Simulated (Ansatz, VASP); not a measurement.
## Si3IrRu in VASP and in Ansatz

INCAR

```
PREC = Accurate
ENCUT = 600
EDIFF = 1E-7
ISMEAR = 0
SIGMA = 0.1
LREAL = False
LASPH = True
NELM = 80
ALGO = Normal
ISIF = 3
LWAVE = False
LCHARG = False
GGA = PE
IBRION = 2
NSW = 100
EDIFFG = -0.01
```

KPOINTS

```
Automatic mesh
0
Gamma
  12 12 6
```

POSCAR

```
Si3IrRu
1.0
    3.9686481711      0.0000000000      0.0000000000
   -1.9843240856      3.4369501349      0.0000000000
    0.0000000000      0.0000000000      5.6747930422
Si Ru Ir
3 1 1
Direct
    0.0000000000      0.0000000000      0.8626477190
    0.6666666667      0.3333333333      0.0621489292
    0.0000000000      0.0000000000      0.4178021873
    0.3333333333      0.6666666667      0.8092349871
    0.6666666667      0.3333333333      0.4782607873
```

Input for Ansatz:

```yaml
crystal:
  lattice:
    - [3.9686481711, 0.0, 0.0]
    - [-1.9843240856, 3.4369501349, 0.0]
    - [0.0, 0.0, 5.6747930422]
  atoms:
    - { symbol: Si, position: [0.0, 0.0, 0.862647719] }
    - { symbol: Si, position: [0.6666666667, 0.3333333333, 0.0621489292] }
    - { symbol: Si, position: [0.0, 0.0, 0.4178021873] }
    - { symbol: Ru, position: [0.3333333333, 0.6666666667, 0.8092349871] }
    - { symbol: Ir, position: [0.6666666667, 0.3333333333, 0.4782607873] }
basis:
  ecutwfc: 420
kpoints:
  mp_grid: { grid: [12, 12, 6] }
hamiltonian:
  xc: pbe
scf:
  occupations: { method: gaussian, width: 0.1 }
output:
  forces: true
  stress: true
  eigenvalues: true
relax:
  adjacent_minimum: "off"
  f_tol: 0.01
  max_steps: 80
  cell: { stress_tol: 0.05 }
```

Alike in both runs: task relaxation of cell and atoms; functional PBE; k mesh 12 × 12 × 6; occupations gaussian, width 0.1 eV; no spin polarisation.

```csv
,VASP,Ansatz
version,VASP 6.6.1,Ansatz 0.2.0
potentials or method,"VASP PAW PBE potentials, release 64 (Si, Ru_pv, Ir), cutoff 600 eV","scalar-relativistic, plane waves, PAW"
valence electrons in the cell,35,45
```

```tsv
	VASP	Ansatz	Ansatz less VASP
gap on the k mesh at the Fermi level, each at its own relaxed structure (eV)	none	none	-
relaxed volume (Å³/atom)	15.53	15.52	-0.010
relaxed cell length with the largest relative difference (Å)	3.974	3.973	-0.0018
```

A gap of «none» marks a metal or a gap that the smearing closes. VASP's potentials hold 35 valence electrons a cell and Ansatz's 45, so a difference there can come from the potentials and not from the codes.

Spin-orbit coupling is off throughout.
